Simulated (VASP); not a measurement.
# CdS (Fm-3m) in VASP: settings compared

The runs below take CdS through single point, with RPBE, PBE, BLYP+D3(BJ), BLYP+D4.

Everything below comes from runs of VASP 6.6.1. Logs are shortened: lines on timing, memory, paths and dates and some standing lists are left out, and cuts for length are marked.

### 1 The cell of the first run

Symmetry: Fm-3m, No. 225, cubic system. The conventional cell has a = 5.564 Å, b = 5.564 Å, c = 5.564 Å, α = 90.00°, β = 90.00°, γ = 90.00°. Cd (site symmetry m-3m) has 6 S at 2.78 Å within 3.7 Å. S (site symmetry m-3m) has 6 Cd at 2.78 Å within 3.7 Å.

### 2 Single point, RPBE

The input, INCAR:

```
SYSTEM = CdS
  PREC = Accurate
  ENCUT = 520
  EDIFF = 1E-6
  ISMEAR = -1
  SIGMA = 0.05
  LREAL = .FALSE.
  LASPH = .TRUE.
  NELM = 100
  ALGO = Normal
  ISIF = 2
  LWAVE = .FALSE.
  LCHARG = .FALSE.
  GGA = RP
  NBANDS = 16
```

The input, KPOINTS:

```
Automatic mesh
0
G
  8 8 8
  0 0 0
```

The input, POSCAR:

```
CdS
1.0
    0.0000000000      2.7821134992      2.7821134992
    2.7821134992      0.0000000000      2.7821134992
    2.7821134992      2.7821134992      0.0000000000
Cd S
1 1
Direct
    0.0000000000      0.0000000000      0.0000000000
    0.5000000000      0.5000000000      0.5000000000
```

Potentials or basis: VASP PAW PBE potentials, release 64 (Cd, S).

Command:

```sh
> cat potpaw_PBE.64/Cd/POTCAR potpaw_PBE.64/S/POTCAR > POTCAR
> mpirun -np 1 vasp_std > vasp.out
```

OUTCAR:

```text
SYSTEM = CdS
   PREC = Accurate
   ENCUT = 520
   EDIFF = 1E-6
   ISMEAR = -1
   LREAL = .FALSE.
   LASPH = .TRUE.
   NELM = 100
   ISIF = 2
   GGA = RP

 ion  position               nearest neighbor table
   1  0.000  0.000  0.000-   2 2.78   2 2.78   2 2.78   2 2.78   2 2.78   2 2.78
   2  0.500  0.500  0.500-   1 2.78   1 2.78   1 2.78   1 2.78   1 2.78   1 2.78

  LATTYP: Found a face centered cubic cell.
 ALAT       =     5.5642269984

  Lattice vectors:

 A1 = (   0.0000000000,   2.7821134992,   2.7821134992)
 A2 = (   2.7821134992,   0.0000000000,   2.7821134992)
 A3 = (   2.7821134992,   2.7821134992,   0.0000000000)

Analysis of symmetry for initial positions (statically):
=====================================================================
 Subroutine PRICEL returns:
 Original cell was already a primitive cell.

 Routine SETGRP: Setting up the symmetry group for a
 face centered cubic supercell.

 Subroutine GETGRP returns: Found 48 space group operations
[... 9 lines left out ...]

 Routine SETGRP: Setting up the symmetry group for a
 face centered cubic supercell.

 Subroutine GETGRP returns: Found 48 space group operations
[... 11 lines left out ...]
                                     Primitive cell

  volume of cell :      43.0680

  direct lattice vectors                    reciprocal lattice vectors
     0.000000000  2.782113499  2.782113499    -0.179719483  0.179719483  0.179719483
     2.782113499  0.000000000  2.782113499     0.179719483 -0.179719483  0.179719483
     2.782113499  2.782113499  0.000000000     0.179719483  0.179719483 -0.179719483

  length of vectors
     3.934502643  3.934502643  3.934502643     0.311283276  0.311283276  0.311283276

  position of ions in fractional coordinates (direct lattice)
     0.000000000  0.000000000  0.000000000
     0.500000000  0.500000000  0.500000000

  ion indices of the primitive-cell ions
   primitive index   ion index
                 1           1
                 2           2

----------------------------------------------------------------------------------------

 KPOINTS: Automatic mesh

Automatic generation of k-mesh.
 Grid dimensions read from file:
 generate k-points for:    8    8    8

 Generating k-lattice:

  Cartesian coordinates                     Fractional coordinates (reciprocal lattice)
    -0.022464935  0.022464935  0.022464935     0.125000000  0.000000000  0.000000000
     0.022464935 -0.022464935  0.022464935     0.000000000  0.125000000  0.000000000
     0.022464935  0.022464935 -0.022464935     0.000000000  0.000000000  0.125000000

  Length of vectors
     0.038910409  0.038910409  0.038910409

  Shift w.r.t. Gamma in fractional coordinates (k-lattice)
     0.000000000  0.000000000  0.000000000

 Subroutine IBZKPT returns following result:
 ===========================================

 Found     29 irreducible k-points:

 Following reciprocal coordinates:
            Coordinates               Weight
  0.000000  0.000000  0.000000      1.000000
  0.125000  0.000000  0.000000      8.000000
  0.250000  0.000000  0.000000      8.000000
  0.375000  0.000000  0.000000      8.000000
  0.500000  0.000000  0.000000      4.000000
  0.125000  0.125000  0.000000      6.000000
[... 16 lines left out ...]
  0.500000  0.250000  0.125000     48.000000
 -0.375000  0.250000  0.125000     24.000000
 [... further k-points ...]
   k-points           NKPTS =     29   k-points in BZ     NKDIM =     29   number of bands    NBANDS=     16
   number of dos      NEDOS =    301   number of ions     NIONS =      2
   total plane-waves  NPLWV =  27000
   dimension x,y,z NGX =    30 NGY =   30 NGZ =   30
   dimension x,y,z NGXF=    60 NGYF=   60 NGZF=   60
   ions per type =               1   1
   NGX,Y,Z   is equivalent  to a cutoff of  12.68, 12.68, 12.68 a.u.
   NGXF,Y,Z  is equivalent  to a cutoff of  25.35, 25.35, 25.35 a.u.
 SYSTEM =  CdS
   PREC   = accura    normal or accurate (medium, high low for compatibility)
   ISTART =      0    job   : 0-new  1-cont  2-samecut
   ICHARG =      2    charge: 1-file 2-atom 10-const
   ISPIN  =      1    spin polarized calculation?
   LNONCOLLINEAR =      F non collinear calculations
   LSORBIT =      F    spin-orbit coupling
   LASPH  =      T    aspherical Exc in radial PAW
   ENCUT  =  520.0 eV  38.22 Ry    6.18 a.u.   7.32  7.32  7.32*2*pi/ulx,y,z
   NELM   =    100;   NELMIN=  2; NELMDL= -5     # of ELM steps
   EDIFF  = 0.1E-05   stopping-criterion for ELM
   LREAL  =      F    real-space projection
   EDIFFG = 0.1E-04   stopping-criterion for IOM
   NSW    =      0    number of steps for IOM
   IBRION =     -1    ionic relax: 0-MD 1-quasi-New 2-CG
   NFREE  =      0    steps in history (QN), initial steepest desc. (CG)
   ISIF   =      2    stress and relaxation
   ISYM   =      2    0-nonsym 1-usesym 2-fastsym
   POTIM  = 0.5000    time-step for ionic-motion
   TEBEG  =    0.0;   TEEND  =   0.0 temperature during run
   PSTRESS=    0.0 pullay stress
   NELECT =      18.0000    total number of electrons
   NUPDOWN=      -1.0000    fix difference up-down
   EMIN   =  10.00;   EMAX   =-10.00  energy-range for DOS
   EFERMI =   0.00;   METHOD = LEGACY
   ISMEAR =    -1;   SIGMA  =   0.05  broadening in eV -4-tet -1-fermi 0-gaus
   EFERMI_NEDOS =   21; number of points for ismear=-14 and -15
   IALGO  =     38    algorithm
   IMIX   =      4    mixing-type and parameters
     AMIX     =   0.40;   BMIX     =  1.00
     AMIX_MAG =   1.60;   BMIX_MAG =  1.00
  volume/ion in A,a.u.               =      21.53       145.32
  Fermi-wavevector in a.u.,A,eV,Ry     =   1.223998  2.313021 20.383866  1.498172
  Thomas-Fermi vector in A             =   2.359089
   LORBIT       =      0    0 simple, 1 ext, 2 COOP (PROOUT), +10 PAW based schemes
   GGA     = RP    functional components
   LHFCALC =     F    Hartree Fock is set to
   AEXX    =    0.0000 exact exchange contribution
   IVDW    =     0    specifies the selected vdW correction
   LEPSILON=     F    determine dielectric tensor
   LRPA    =     F    only Hartree local field effects (RPA)
 non-spin polarized calculation
  energy-cutoff  :      520.00
  volume of cell :       43.07
 maximum number of plane-waves:      1211
 NGX is ok and might be reduce to    30
   NGX = 15   NGY = 15   NGZ = 15

 number of electron      18.0000000 magnetization

 Free energy of the ion-electron system (eV)
  ---------------------------------------------------
  ext. energy  EPLUGINS =         0.00000000
  ---------------------------------------------------
  free energy    TOTEN  =        -5.17192696 eV

  energy without entropy =       -5.17143637  energy(sigma->0) =       -5.17168166

 E-fermi :   2.7724     XC(G=0):  -9.9866

 val. band max:        2.5183109822   @ k =   0.5000   0.0000   0.0000
 cond. band min:       2.8917628178   @ k =   0.5000   0.5000   0.0000
 fundamental gap:      0.3734518356
 Fermi energy:         2.7723956029

 k-point     1 :       0.0000    0.0000    0.0000
  band No.  band energies     occupation
      1      -9.9098      2.00000
      2      -4.9992      2.00000
      3      -4.9992      2.00000
      4      -4.9992      2.00000
      5      -4.9965      2.00000
      6      -4.9965      2.00000
[... 8 lines left out ...]
     15      13.7749      0.00000
     16      13.7749      0.00000

 k-point     2 :       0.1250    0.0000    0.0000
  band No.  band energies     occupation
      1      -9.7894      2.00000
      2      -5.0362      2.00000
      3      -5.0362      2.00000
      4      -5.0103      2.00000
      5      -4.9739      2.00000
      6      -4.9739      2.00000
[... 8 lines left out ...]
     15      12.7272      0.00000
     16      13.5474      0.00000

 k-point     3 :       0.2500    0.0000    0.0000
  band No.  band energies     occupation
      1      -9.4694      2.00000
      2      -5.1287      2.00000
      3      -5.1287      2.00000
      4      -5.0515      2.00000
      5      -4.9130      2.00000
      6      -4.9130      2.00000
[... 8 lines left out ...]
     15      13.3208      0.00000
     16      13.3462      0.00000

 k-point     4 :       0.3750    0.0000    0.0000
  band No.  band energies     occupation
      1      -9.0919      2.00000
      2      -5.2176      2.00000
      3      -5.2176      2.00000
      4      -5.1300      2.00000
      5      -4.8511      2.00000
      6      -4.8511      2.00000
[... 8 lines left out ...]
     15      14.5551      0.00000
     16      14.5551      0.00000

 k-point     5 :       0.5000    0.0000    0.0000
  band No.  band energies     occupation
      1      -8.9111      2.00000
      2      -5.2536      2.00000
      3      -5.2536      2.00000
      4      -5.1831      2.00000
      5      -4.8252      2.00000
      6      -4.8251      2.00000
[... 8 lines left out ...]
     15      15.4403      0.00000
     16      15.4403      0.00000

 k-point     6 :       0.1250    0.1250    0.0000
  band No.  band energies     occupation
      1      -9.7555      2.00000
      2      -5.0766      2.00000
      3      -5.0181      2.00000
      4      -4.9828      2.00000
      5      -4.9741      2.00000
      6      -4.9741      2.00000
[... 8 lines left out ...]
     15      14.7888      0.00000
     16      14.9051      0.00000
[... 267 lines left out ...]
 k-point    21 :       0.5000    0.5000    0.0000
  band No.  band energies     occupation
      1      -9.1143      2.00000
      2      -5.1286      2.00000
      3      -4.9030      2.00000
      4      -4.7695      2.00000
      5      -4.7695      2.00000
      6      -4.1768      2.00000
[... 8 lines left out ...]
     15      16.6985      0.00000
     16      17.0285      0.00000

 k-point    22 :       0.3750    0.2500    0.1250
  band No.  band energies     occupation
      1      -9.2956      2.00000
      2      -5.1389      2.00000
      3      -5.0708      2.00000
      4      -5.0481      2.00000
      5      -4.8988      2.00000
      6      -4.8369      2.00000
[... 8 lines left out ...]
     15      15.5324      0.00000
     16      16.2979      0.00000

 k-point    23 :       0.5000    0.2500    0.1250
  band No.  band energies     occupation
      1      -9.0534      2.00000
      2      -5.1512      2.00000
      3      -5.0849      2.00000
      4      -5.0413      2.00000
      5      -4.8464      2.00000
      6      -4.7641      2.00000
[... 8 lines left out ...]
     15      15.9811      0.00000
     16      16.4861      0.00000

 k-point    24 :      -0.3750    0.2500    0.1250
  band No.  band energies     occupation
      1      -8.9472      2.00000
      2      -5.1836      2.00000
      3      -5.0629      2.00000
      4      -5.0294      2.00000
      5      -4.8160      2.00000
      6      -4.7298      2.00000
[... 8 lines left out ...]
     15      14.6781      0.00000
     16      16.7792      0.00000

 [... further k-points ...]
[... 5 lines left out ...]
  --------------------------------------------------------------------------------------
  -------------------------------------------------------------------------------------
  Total        0.0775602      0.0775602      0.0775602     -0.0000000      0.0000000     -0.0000000
  in kB        2.8853253      2.8853253      2.8853253     -0.0000000      0.0000000     -0.0000000
  external PRESSURE =       2.8853253 kB  Pullay stress =       0.0000000 kB

 VOLUME and BASIS-vectors are now :
 -----------------------------------------------------------------------------
  energy-cutoff  :      520.00
  volume of cell :       43.07
      direct lattice vectors                 reciprocal lattice vectors
     0.000000000  2.782113499  2.782113499    -0.179719483  0.179719483  0.179719483
     2.782113499  0.000000000  2.782113499     0.179719483 -0.179719483  0.179719483
     2.782113499  2.782113499  0.000000000     0.179719483  0.179719483 -0.179719483

 POSITION                                       TOTAL-FORCE (eV/Angst)
 -----------------------------------------------------------------------------------
      0.00000      0.00000      0.00000         0.000000     -0.000000      0.000000
      2.78211      2.78211      2.78211        -0.000000      0.000000     -0.000000
 -----------------------------------------------------------------------------------
    total drift:                               -0.000000      0.000000      0.000000

  FREE ENERGIE OF THE ION-ELECTRON SYSTEM (eV)
  ---------------------------------------------------
  free  energy   TOTEN  =        -5.1719269554 eV

  energy  without entropy=       -5.1714363673  energy(sigma->0) =       -5.17168166
```

It took 19 s on 1 thread of Intel Xeon Platinum 8259CL at 2.50GHz (Skylake/Cascade Lake), shared host; peak memory 0.17 GiB.

What came out:

```yaml
Free_energy: -5.1719 eV
Pressure: 0.3 GPa
Band_gap_on_the_k_mesh: 0.37 eV, indirect (least direct gap 1.47 eV)
```

Caveat: the PAW data sets were made with another functional, which shifts forces and pressure a little. A k mesh can miss the band edges.

### 3 Single point, PBE

This run uses another cell than the first one, of 20.87 Å³/atom, 0.969 times its volume.

The input, INCAR:

```
PREC = Accurate
ENCUT = 520
EDIFF = 1E-7
ISMEAR = -1
SIGMA = 0.05
LREAL = False
LASPH = True
NELM = 60
ALGO = Normal
ISIF = 2
LWAVE = False
LCHARG = True
GGA = PE
LELF = True
LVHAR = True
NBANDS = 16
```

The input, KPOINTS:

```
regular mesh
0
Gamma
  6 6 6
```

The input, POSCAR:

```
CdS
1.0
    0.0000000000      2.7532440000      2.7532440000
    2.7532440000      0.0000000000      2.7532440000
    2.7532440000      2.7532440000      0.0000000000
Cd S
1 1
Direct
    0.0000000000      0.0000000000      0.0000000000
    0.5000000000      0.5000000000      0.5000000000
```

Potentials or basis: VASP PAW PBE potentials, release 64 (Cd, S).

Command:

```sh
> cat potpaw_PBE.64/Cd/POTCAR potpaw_PBE.64/S/POTCAR > POTCAR
> mpirun -np 1 vasp_std > vasp.out
```

Run time: 8.9 s. Hardware: 1 thread of Intel Xeon 6975P-C, shared host; peak memory 0.17 GiB.

Results (log left out):

* Free energy: -5.8709 eV
* Pressure: -0.1 GPa
* Band gap on the k mesh: 0.25 eV, indirect (least direct gap 1.53 eV)

Levels at points of the mesh, in eV from the valence-band top:
```
           k point  band 5  band 6  band 7  band 8  band 9  band 10  band 11  band 12  band 13  band 14
(0.00, 0.00, 0.00)   -7.57   -7.57   -0.70   -0.70   -0.70     0.83     9.23     9.23     9.23    11.32
(0.50, 0.00, 0.00)   -7.38   -7.38   -4.75    0.00    0.00     3.54     5.93     5.93     6.66    12.21
(0.50, 0.50, 0.00)   -7.32   -6.67   -4.10   -2.05   -2.05     0.25     6.07     9.74    11.13    11.13
```

### 4 Single point, BLYP+D3(BJ)

This run uses another cell than the first one, of 20.18 Å³/atom, 0.937 times its volume.

The input, INCAR:

```
  PREC = Accurate
  ENCUT = 520
  EDIFF = 1E-7
  ISMEAR = -1
  SIGMA = 0.05
  LREAL = F
  LASPH = T
  NELM = 60
  ALGO = Normal
  ISIF = 2
  LWAVE = F
  LCHARG = F
  GGA = B5
  ALDAX = 1.0
  AGGAX = 1.0
  AGGAC = 1.0
  ALDAC = 0.0
  IVDW = 12
  VDW_S6 = 1.0
  VDW_S8 = 2.6996
  VDW_A1 = 0.4298
  VDW_A2 = 4.2359
  NBANDS = 16
```

The input, KPOINTS:

```
regular mesh
0
Gamma
  8 8 8
```

The input, POSCAR:

```
CdS
1.0
    0.0000000000      2.7226363661      2.7226363661
    2.7226363661      0.0000000000      2.7226363661
    2.7226363661      2.7226363661      0.0000000000
Cd S
1 1
Direct
    0.0000000000      0.0000000000      0.0000000000
    0.5000000000      0.5000000000      0.5000000000
```

Command:

```sh
> cat potpaw_PBE.64/Cd/POTCAR potpaw_PBE.64/S/POTCAR > POTCAR
> mpirun -np 1 vasp_std > vasp.out
```

Run time: 15 s. Hardware: 1 thread of Intel Xeon 6975P-C (Granite Rapids), shared host; peak memory 0.18 GiB.

It converged, with:

- Free energy: -6.4191 eV
- Pressure: 0.5 GPa
- Band gap on the k mesh: 0.18 eV, indirect (least direct gap 1.75 eV)
- Dispersion energy per atom: -0.859 eV

Levels at points of the mesh, in eV from the valence-band top:
```csv
k point,band 6,band 7,band 8,band 9,band 10,band 11,band 12,band 13
"(0.00, 0.00, 0.00)",-7.73,-0.77,-0.77,-0.77,0.98,9.44,9.44,9.44
"(0.50, 0.00, 0.00)",-7.52,-4.89,0.00,0.00,3.72,5.97,5.97,6.79
"(0.50, 0.50, 0.00)",-6.73,-4.22,-2.15,-2.15,0.18,6.35,10.08,11.35
```

Caveat: the PAW data sets were made with another functional, which shifts forces and pressure a little. A k mesh can miss the band edges.

### 5 Single point, BLYP+D4

This run uses another cell than the first one, of 20.45 Å³/atom, 0.950 times its volume.

The input, INCAR:

```
SYSTEM = CdS
  AGGAC = 1.0
  AGGAX = 1.0
  ALDAC = 0.0
  ALDAX = 1.0
  ALGO = Normal
  EDIFF = 1E-6
  ENCUT = 520
  GGA = B5
  ISIF = 2
  ISMEAR = -1
  IVDW = 13
  LASPH = .TRUE.
  LCHARG = .FALSE.
  LREAL = .FALSE.
  LWAVE = .FALSE.
  NBANDS = 16
  NELM = 100
  PREC = Accurate
  SIGMA = 0.05
  VDW_A1 = 0.44488865
  VDW_A2 = 4.0933009
  VDW_S6 = 1.0
  VDW_S8 = 2.34076671
```

The input, KPOINTS:

```
k-points
0
G
  8 8 8
  0 0 0
```

The input, POSCAR:

```
CdS
1.0
    0.0000000000      2.7344744352      2.7344744352
    2.7344744352      0.0000000000      2.7344744352
    2.7344744352      2.7344744352      0.0000000000
Cd S
1 1
Direct
    0.0000000000      0.0000000000      0.0000000000
    0.5000000000      0.5000000000      0.5000000000
```

Command:

```sh
> cat potpaw_PBE.64/Cd/POTCAR potpaw_PBE.64/S/POTCAR > POTCAR
> mpirun -np 1 vasp_std > vasp.out
```

Wall time 14 s (1 thread of Intel Xeon 6975P-C (Granite Rapids), shared host); peak memory 0.17 GiB.

Results (log left out):

```
Free energy                : -6.2001 eV
Pressure                   : 0.5 GPa
Band gap on the k mesh     : 0.18 eV, indirect (least direct gap 1.67 eV)
Dispersion energy per atom : -0.738 eV
```

Levels at points of the mesh, in eV from the valence-band top:
```tsv
k point	band 5	band 6	band 7	band 8	band 9	band 10	band 11	band 12	band 13	band 14
(0.00, 0.00, 0.00)	-7.70	-7.70	-0.74	-0.74	-0.74	0.92	9.44	9.44	9.44	11.37
(0.50, 0.00, 0.00)	-7.50	-7.50	-4.82	0.00	0.00	3.73	5.98	5.98	6.67	12.71
(0.50, 0.50, 0.00)	-7.43	-6.74	-4.13	-2.10	-2.10	0.18	6.37	9.99	11.25	11.25
```

Caveat: the PAW data sets were made with another functional, which shifts forces and pressure a little. A k mesh can miss the band edges.

(Part 1 of 2 ends here.)
